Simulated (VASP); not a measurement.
# SnTe (Fmm2) in VASP: notebook

Runs on SnTe. Level: LDA. Tasks: single point.

Program: VASP 6.6.1. These are calculated values, not measurements. Logs are shortened: lines on timing, memory, paths and dates and some standing lists are left out, and cuts for length are marked.

## Step 1: The cell of the first run

The structure is orthorhombic, space group Fmm2 (No. 42). Conventional cell: a = 5.946 Å, b = 6.383 Å, c = 6.383 Å, α = 90.00°, β = 90.00°, γ = 90.00°. Within 3.9 Å of Sn (site symmetry mm2) lie 6 Te at 2.98 to 3.30 Å. Within 3.9 Å of Te (site symmetry mm2) lie 6 Sn at 2.98 to 3.30 Å.

## Step 2: Single point, LDA (mode 4 frozen in at -0.057 Å, strain +e along z and -e/2 along x and y -0.0467)

File INCAR:

```
SYSTEM = SnTe
PREC = Accurate
ENCUT = 520
EDIFF = 1E-6
ISMEAR = 0
SIGMA = 0.03
LREAL = .False.
LASPH = .True.
NELM = 80
ALGO = Normal
ISIF = 2
LWAVE = .False.
LCHARG = .True.
LELF = .True.
LVHAR = .True.
NBANDS = 17
```

File KPOINTS:

```
Automatic mesh
0
Gamma
  10 10 10
  0 0 0
```

File POSCAR:

```
SnTe
1.0
    0.0000000000      3.1913771283      2.9729220857
    3.1913771283      0.0000000000      2.9729220857
    3.1913771283      3.1913771283      0.0000000000
Sn Te
1 1
Direct
    0.0090907377     -0.0090907377     -0.0090907377
    0.4915426217      0.5084573783      0.5084573783
```

Potentials or basis: VASP PAW LDA potentials, release 64 (Sn_d, Te).

Command:

```bash
> cat potpaw_LDA.64/Sn_d/POTCAR potpaw_LDA.64/Te/POTCAR > POTCAR
> mpirun -np 1 vasp_std > vasp.out
```

OUTCAR:

```text
SYSTEM = SnTe
   PREC = Accurate
   ENCUT = 520
   EDIFF = 1E-6
   ISMEAR = 0
   LREAL = .False.
   LASPH = .True.
   NELM = 80
   ISIF = 2

 ion  position               nearest neighbor table
   1  0.009  0.991  0.991-   2 2.98   2 2.98   2 3.08   2 3.19   2 3.19   2 3.30
   2  0.492  0.508  0.508-   1 2.98   1 2.98   1 3.08   1 3.19   1 3.19   1 3.30

  LATTYP: Found a body centered tetragonal cell.
 ALAT       =     4.5132888175
 C/A-ratio  =     1.3174083051

  Lattice vectors:

 A1 = (   0.0000000000,  -3.1913771283,  -2.9729220857)
 A2 = (   0.0000000000,   3.1913771283,  -2.9729220857)
 A3 = (   3.1913771283,   0.0000000000,   2.9729220857)

Analysis of symmetry for initial positions (statically):
=====================================================================
 Subroutine PRICEL returns:
 Original cell was already a primitive cell.

 Routine SETGRP: Setting up the symmetry group for a
 body centered tetragonal supercell.

 Subroutine GETGRP returns: Found  4 space group operations
 (whereof  4 operations were pure point group operations)
 out of a pool of 16 trial point group operations.

The static configuration has the point symmetry C_2v.

Analysis of symmetry for dynamics (positions and initial velocities):
=====================================================================
 Subroutine PRICEL returns:
 Original cell was already a primitive cell.

 Routine SETGRP: Setting up the symmetry group for a
 body centered tetragonal supercell.

 Subroutine GETGRP returns: Found  4 space group operations
 (whereof  4 operations were pure point group operations)
 out of a pool of 16 trial point group operations.

The dynamic configuration has the point symmetry C_2v.

 Subroutine INISYM returns: Found  4 space group operations
 (whereof  4 operations are pure point group operations),
 and found     1 'primitive' translations

----------------------------------------------------------------------------------------

                                     Primitive cell

  volume of cell :      60.5578

  direct lattice vectors                    reciprocal lattice vectors
     0.000000000  3.191377128  2.972922086    -0.156672176  0.156672176  0.168184697
     3.191377128  0.000000000  2.972922086     0.156672176 -0.156672176  0.168184697
     3.191377128  3.191377128  0.000000000     0.156672176  0.156672176 -0.168184697

  length of vectors
     4.361554047  4.361554047  4.513288817     0.278169793  0.278169793  0.278169793
[... 80 lines left out ...]
   NELM   =     80;   NELMIN=  2; NELMDL= -5     # of ELM steps
   EDIFF  = 0.1E-05   stopping-criterion for ELM
   LREAL  =      F    real-space projection
   EDIFFG = 0.1E-04   stopping-criterion for IOM
   NSW    =      0    number of steps for IOM
   IBRION =     -1    ionic relax: 0-MD 1-quasi-New 2-CG
   NFREE  =      0    steps in history (QN), initial steepest desc. (CG)
   ISIF   =      2    stress and relaxation
   ISYM   =      2    0-nonsym 1-usesym 2-fastsym
   POTIM  = 0.5000    time-step for ionic-motion
   TEBEG  =    0.0;   TEEND  =   0.0 temperature during run
   PSTRESS=    0.0 pullay stress
   NELECT =      20.0000    total number of electrons
   NUPDOWN=      -1.0000    fix difference up-down
   EMIN   =  10.00;   EMAX   =-10.00  energy-range for DOS
   EFERMI =   0.00;   METHOD = LEGACY
   ISMEAR =     0;   SIGMA  =   0.03  broadening in eV -4-tet -1-fermi 0-gaus
   EFERMI_NEDOS =   21; number of points for ismear=-14 and -15
   IALGO  =     38    algorithm
   IMIX   =      4    mixing-type and parameters
     AMIX     =   0.40;   BMIX     =  1.00
     AMIX_MAG =   1.60;   BMIX_MAG =  1.00
  volume/ion in A,a.u.               =      30.28       204.33
  Fermi-wavevector in a.u.,A,eV,Ry     =   1.131605  2.138424 17.422670  1.280530
  Thomas-Fermi vector in A             =   2.268304
   LORBIT       =      0    0 simple, 1 ext, 2 COOP (PROOUT), +10 PAW based schemes
   GGA     = CA    functional components
   LHFCALC =     F    Hartree Fock is set to
   AEXX    =    0.0000 exact exchange contribution
   IVDW    =     0    specifies the selected vdW correction
   LEPSILON=     F    determine dielectric tensor
   LRPA    =     F    only Hartree local field effects (RPA)
 non-spin polarized calculation
 Gauss-broadening in eV      SIGMA  =   0.03
  energy-cutoff  :      520.00
  volume of cell :       60.56
 maximum number of plane-waves:      1647
   NGX = 17   NGY = 17   NGZ = 17

 number of electron      19.9999999 magnetization

 Free energy of the ion-electron system (eV)
  ---------------------------------------------------
  ext. energy  EPLUGINS =         0.00000000
  ---------------------------------------------------
  free energy    TOTEN  =        -8.73411795 eV

  energy without entropy =       -8.73411795  energy(sigma->0) =       -8.73411795

 E-fermi :   7.2224     XC(G=0):  -9.8735

 val. band max:        7.1098049172   @ k =  -0.0000  -0.2000   0.2000
 cond. band min:       7.3344633581   @ k =   0.5000   0.0000   0.0000
 fundamental gap:      0.2246584409
 Fermi energy:         7.2223595989

 k-point     1 :       0.0000    0.0000    0.0000
  band No.  band energies     occupation
      1     -14.6536      2.00000
      2     -14.6426      2.00000
      3     -14.6424      2.00000
      4     -14.6309      2.00000
      5     -14.6296      2.00000
      6      -5.9469      2.00000
[... 457 lines left out ...]
      4     -14.6197      2.00000
      5     -14.6183      2.00000
      6      -4.5052      2.00000
[... 9 lines left out ...]
     16      15.9918      0.00000
     17      17.3363      0.00000

 [... further k-points ...]

------------------------ aborting loop because EDIFF is reached ----------------------------------------

  FORCE on cell =-STRESS in cart. coord.  units (eV):
  Direction    XX          YY          ZZ          XY          YZ          ZX
  --------------------------------------------------------------------------------------
  -------------------------------------------------------------------------------------
  Total       -0.9793928     -1.1115191      3.2392914      0.0000000      0.0000000      0.0000000
  in kB      -25.9118074    -29.4074757     85.7019740      0.0000000      0.0000000      0.0000000
  external PRESSURE =      10.1275636 kB  Pullay stress =       0.0000000 kB

 VOLUME and BASIS-vectors are now :
 -----------------------------------------------------------------------------
  energy-cutoff  :      520.00
  volume of cell :       60.56
      direct lattice vectors                 reciprocal lattice vectors
     0.000000000  3.191377128  2.972922086    -0.156672176  0.156672176  0.168184697
     3.191377128  0.000000000  2.972922086     0.156672176 -0.156672176  0.168184697
     3.191377128  3.191377128  0.000000000     0.156672176  0.156672176 -0.168184697

 POSITION                                       TOTAL-FORCE (eV/Angst)
 -----------------------------------------------------------------------------------
      6.32473      3.19138      2.97292        -0.008130      0.000000      0.000000
      3.24536      3.19138      2.97292         0.008130      0.000000      0.000000
 -----------------------------------------------------------------------------------
    total drift:                                0.000075      0.000029      0.000004

  FREE ENERGIE OF THE ION-ELECTRON SYSTEM (eV)
  ---------------------------------------------------
  free  energy   TOTEN  =        -8.7341179517 eV

  energy  without entropy=       -8.7341179516  energy(sigma->0) =       -8.73411795
```

OSZICAR:

```text
N       E                     dE             d eps       ncg     rms          rms(c)
DAV:   1     0.126317687967E+03    0.12632E+03   -0.95697E+03  5877   0.137E+03
DAV:   2     0.303829758464E+01   -0.12328E+03   -0.11976E+03  6286   0.334E+02
DAV:   3    -0.845371854003E+01   -0.11492E+02   -0.11398E+02  7321   0.904E+01
DAV:   4    -0.878243744579E+01   -0.32872E+00   -0.32851E+00  6985   0.161E+01
DAV:   5    -0.879554434542E+01   -0.13107E-01   -0.13106E-01  8697   0.310E+00    0.531E+00
DAV:   6    -0.874092742012E+01    0.54617E-01   -0.10228E-01  7991   0.226E+00    0.332E+00
DAV:   7    -0.873511757202E+01    0.58098E-02   -0.43946E-02  7547   0.110E+00    0.664E-01
DAV:   8    -0.873410043205E+01    0.10171E-02   -0.72491E-03  7455   0.660E-01    0.169E-01
DAV:   9    -0.873413347964E+01   -0.33048E-04   -0.57735E-04  7683   0.205E-01    0.473E-02
DAV:  10    -0.873411783513E+01    0.15645E-04   -0.65516E-05  7602   0.678E-02    0.229E-02
DAV:  11    -0.873411841001E+01   -0.57487E-06   -0.18454E-05  7702   0.351E-02    0.158E-02
DAV:  12    -0.873411795168E+01    0.45833E-06   -0.19408E-06  5423   0.124E-02
   1 F= -.87341180E+01 E0= -.87341180E+01  d E =-.114379E-09
```

It took 56 s on 1 thread of Intel Xeon 6975P-C (Granite Rapids), shared host; peak memory 0.29 GiB.

Results:

- Free energy: -8.7341 eV
- Pressure: 1.0 GPa
- Largest force: 0.008 eV/Å
- Band gap on the k mesh: 0.22 eV, indirect (least direct gap 0.29 eV)

Forces in eV/Å, atoms in the order of the input:
```
Sn  -0.008  0.000  0.000
Te   0.008  0.000  0.000
```

Caveat: the cell differs from its parent crystal (mode 4 frozen in at -0.057 Å, strain +e along z and -e/2 along x and y -0.0467); spin-orbit coupling is left out, which moves the levels of the heavy elements.

## Step 3: Single point, LDA (mode 4 frozen in at -0.057 Å, strain +e along z and -e/2 along x and y +0.0467)

File INCAR:

```
SYSTEM = SnTe
ALGO = Normal
EDIFF = 1E-6
ENCUT = 520
GGA = CA
ISIF = 2
ISMEAR = 0
LASPH = .True.
LCHARG = .False.
LREAL = .False.
LWAVE = .False.
NBANDS = 17
NELM = 100
PREC = Accurate
SIGMA = 0.03
```

File KPOINTS:

```
k-points
0
Gamma
  10 10 10
  0 0 0
```

File POSCAR:

```
SnTe
1.0
    0.0000000000      3.0457404333      3.2641954759
    3.0457404333      0.0000000000      3.2641954759
    3.0457404333      3.0457404333      0.0000000000
Sn Te
1 1
Direct
    0.0090907377     -0.0090907377     -0.0090907377
    0.4915426217      0.5084573783      0.5084573783
```

Potentials or basis: VASP PAW LDA potentials, release 64 (Sn_d, Te).

Command:

```bash
> cat potpaw_LDA.64/Sn_d/POTCAR potpaw_LDA.64/Te/POTCAR > POTCAR
> mpirun -np 1 vasp_std > vasp.out
```

OUTCAR:

```text
SYSTEM = SnTe
   EDIFF = 1E-6
   ENCUT = 520
   GGA = CA
   ISIF = 2
   ISMEAR = 0
   LASPH = .True.
   LREAL = .False.
   NELM = 100
   PREC = Accurate

 ion  position               nearest neighbor table
   1  0.009  0.991  0.991-   2 2.94   2 3.05   2 3.05   2 3.15   2 3.27   2 3.27
   2  0.492  0.508  0.508-   1 2.94   1 3.05   1 3.05   1 3.15   1 3.27   1 3.27

  LATTYP: Found a body centered tetragonal cell.
 ALAT       =     4.3073274282
 C/A-ratio  =     1.5156477098

  Lattice vectors:

 A1 = (  -3.0457404333,   0.0000000000,   3.2641954759)
 A2 = (   3.0457404333,   0.0000000000,   3.2641954759)
 A3 = (   0.0000000000,   3.0457404333,  -3.2641954759)

Analysis of symmetry for initial positions (statically):
=====================================================================
 Subroutine PRICEL returns:
 Original cell was already a primitive cell.

 Routine SETGRP: Setting up the symmetry group for a
 body centered tetragonal supercell.

 Subroutine GETGRP returns: Found  4 space group operations
 (whereof  4 operations were pure point group operations)
 out of a pool of 16 trial point group operations.

The static configuration has the point symmetry C_2v.

Analysis of symmetry for dynamics (positions and initial velocities):
=====================================================================
 Subroutine PRICEL returns:
 Original cell was already a primitive cell.

 Routine SETGRP: Setting up the symmetry group for a
 body centered tetragonal supercell.

 Subroutine GETGRP returns: Found  4 space group operations
 (whereof  4 operations were pure point group operations)
 out of a pool of 16 trial point group operations.

The dynamic configuration has the point symmetry C_2v.

 Subroutine INISYM returns: Found  4 space group operations
 (whereof  4 operations are pure point group operations),
 and found     1 'primitive' translations

----------------------------------------------------------------------------------------

[... 111 lines left out ...]
     AMIX     =   0.40;   BMIX     =  1.00
     AMIX_MAG =   1.60;   BMIX_MAG =  1.00
  volume/ion in A,a.u.               =      30.28       204.34
  Fermi-wavevector in a.u.,A,eV,Ry     =   1.131586  2.138387 17.422078  1.280487
  Thomas-Fermi vector in A             =   2.268285
   LORBIT       =      0    0 simple, 1 ext, 2 COOP (PROOUT), +10 PAW based schemes
   GGA     = CA    functional components
   LHFCALC =     F    Hartree Fock is set to
   AEXX    =    0.0000 exact exchange contribution
   IVDW    =     0    specifies the selected vdW correction
   LEPSILON=     F    determine dielectric tensor
   LRPA    =     F    only Hartree local field effects (RPA)
 non-spin polarized calculation
 Gauss-broadening in eV      SIGMA  =   0.03
  energy-cutoff  :      520.00
  volume of cell :       60.56
 maximum number of plane-waves:      1646
 NGX is ok and might be reduce to    36
   NGX = 17   NGY = 17   NGZ = 17

 number of electron      20.0000001 magnetization

 Free energy of the ion-electron system (eV)
  ---------------------------------------------------
  ext. energy  EPLUGINS =         0.00000000
  ---------------------------------------------------
  free energy    TOTEN  =        -8.74699319 eV

  energy without entropy =       -8.74685262  energy(sigma->0) =       -8.74692290

 E-fermi :   7.1679     XC(G=0):  -9.8733

 val. band max:        7.1573375960   @ k =  -0.2000   0.2000   0.0000
 cond. band min:       7.1894656950   @ k =  -0.4000   0.1000   0.2000
 fundamental gap:      0.0321280989
 Fermi energy:         7.1678983512

 k-point     1 :       0.0000    0.0000    0.0000
  band No.  band energies     occupation
      1     -14.6571      2.00000
      2     -14.6389      2.00000
      3     -14.6369      2.00000
      4     -14.6359      2.00000
      5     -14.6223      2.00000
      6      -5.9528      2.00000
[... 457 lines left out ...]
      4     -14.6285      2.00000
      5     -14.6243      2.00000
      6      -4.8801      2.00000
[... 9 lines left out ...]
     16      16.2722      0.00000
     17      16.6381      0.00000

 [... further k-points ...]

------------------------ aborting loop because EDIFF is reached ----------------------------------------

  FORCE on cell =-STRESS in cart. coord.  units (eV):
  Direction    XX          YY          ZZ          XY          YZ          ZX
  --------------------------------------------------------------------------------------
  -------------------------------------------------------------------------------------
  Total        1.5447474      1.3951292     -1.8903181      0.0000000      0.0000000      0.0000000
  in kB       40.8673176     36.9090691    -50.0096176      0.0000000      0.0000000      0.0000000
  external PRESSURE =       9.2555897 kB  Pullay stress =       0.0000000 kB

 VOLUME and BASIS-vectors are now :
 -----------------------------------------------------------------------------
  energy-cutoff  :      520.00
  volume of cell :       60.56
      direct lattice vectors                 reciprocal lattice vectors
     0.000000000  3.045740433  3.264195476    -0.164163694  0.164163694  0.153177101
     3.045740433  0.000000000  3.264195476     0.164163694 -0.164163694  0.153177101
     3.045740433  3.045740433  0.000000000     0.164163694  0.164163694 -0.153177101

 POSITION                                       TOTAL-FORCE (eV/Angst)
 -----------------------------------------------------------------------------------
      6.03610      3.04574      3.26420         0.129122      0.000000      0.000000
      3.09726      3.04574      3.26420        -0.129122      0.000000      0.000000
 -----------------------------------------------------------------------------------
    total drift:                                0.000291     -0.000012      0.000015

  FREE ENERGIE OF THE ION-ELECTRON SYSTEM (eV)
  ---------------------------------------------------
  free  energy   TOTEN  =        -8.7469931851 eV

  energy  without entropy=       -8.7468526165  energy(sigma->0) =       -8.74692290
```

OSZICAR:

```text
N       E                     dE             d eps       ncg     rms          rms(c)
DAV:   1     0.126338266491E+03    0.12634E+03   -0.95441E+03  5878   0.138E+03
DAV:   2     0.307556675170E+01   -0.12326E+03   -0.11971E+03  6287   0.336E+02
DAV:   3    -0.845270363208E+01   -0.11528E+02   -0.11428E+02  7268   0.904E+01
DAV:   4    -0.879454322354E+01   -0.34184E+00   -0.34152E+00  6938   0.161E+01
DAV:   5    -0.880796987236E+01   -0.13427E-01   -0.13426E-01  8609   0.312E+00    0.526E+00
DAV:   6    -0.875380798320E+01    0.54162E-01   -0.10151E-01  8125   0.226E+00    0.330E+00
DAV:   7    -0.874802652741E+01    0.57815E-02   -0.43272E-02  7528   0.112E+00    0.672E-01
DAV:   8    -0.874698825326E+01    0.10383E-02   -0.76841E-03  7444   0.668E-01    0.165E-01
DAV:   9    -0.874701276306E+01   -0.24510E-04   -0.68619E-04  7850   0.219E-01    0.380E-02
DAV:  10    -0.874699304856E+01    0.19714E-04   -0.81521E-05  7727   0.728E-02    0.215E-02
DAV:  11    -0.874699385118E+01   -0.80263E-06   -0.23743E-05  7510   0.353E-02    0.199E-02
DAV:  12    -0.874699318505E+01    0.66613E-06   -0.31115E-06  6663   0.132E-02
   1 F= -.87469932E+01 E0= -.87469229E+01  d E =-.140569E-03
```

stdout:

```text
POSCAR found type information on POSCAR SnTe
 POSCAR found :  2 types and       2 ions
 scaLAPACK will be used
 LDA part: xc-table for (Slater(with rela. corr.)+CA(PZ))
 , standard interpolation
 POSCAR, INCAR and KPOINTS ok, starting setup
 FFT: planning ... GRIDC
 FFT: planning ... GRID_SOFT
 FFT: planning ... GRID
 WAVECAR not read
 entering main loop
```

Run time: 57 s. Hardware: 1 thread of Intel Xeon 6975P-C (Granite Rapids), shared host; peak memory 0.29 GiB.

Results:

```yaml
Free_energy: -8.7470 eV
Pressure: 0.9 GPa
Largest_force: 0.129 eV/Å
Band_gap_on_the_k_mesh: 0.03 eV, indirect (least direct gap 0.48 eV)
```

Forces on the atoms (eV/Å):
```
Sn   0.129  0.000  0.000
Te  -0.129  0.000  0.000
```

Levels at points of the mesh, in eV from the valence-band top:
| k point | band 6 | band 7 | band 8 | band 9 | band 10 | band 11 | band 12 | band 13 | band 14 | band 15 |
| --- | --- | --- | --- | --- | --- | --- | --- | --- | --- | --- |
| (0.00, 0.00, 0.00) | -13.11 | -4.62 | -2.49 | -2.46 | -1.74 | 2.25 | 3.71 | 3.97 | 4.63 | 4.91 |
| (0.50, 0.00, 0.00) | -11.75 | -8.59 | -2.01 | -1.81 | -0.28 | 0.21 | 0.40 | 0.53 | 7.73 | 8.69 |
| (0.50, 0.50, 0.00) | -11.71 | -6.21 | -5.72 | -3.78 | -3.77 | 2.11 | 5.28 | 5.29 | 5.84 | 9.18 |
| (0.50, 0.00, 0.50) | -11.28 | -6.72 | -5.87 | -4.33 | -3.54 | 1.91 | 4.12 | 5.91 | 6.93 | 8.82 |
| (0.00, 0.50, 0.50) | -11.26 | -6.87 | -5.71 | -4.35 | -3.56 | 2.00 | 4.05 | 5.87 | 6.96 | 8.82 |

Caveat: the cell differs from its parent crystal (mode 4 frozen in at -0.057 Å, strain +e along z and -e/2 along x and y +0.0467); spin-orbit coupling is left out, which moves the levels of the heavy elements. A k mesh can miss the band edges.
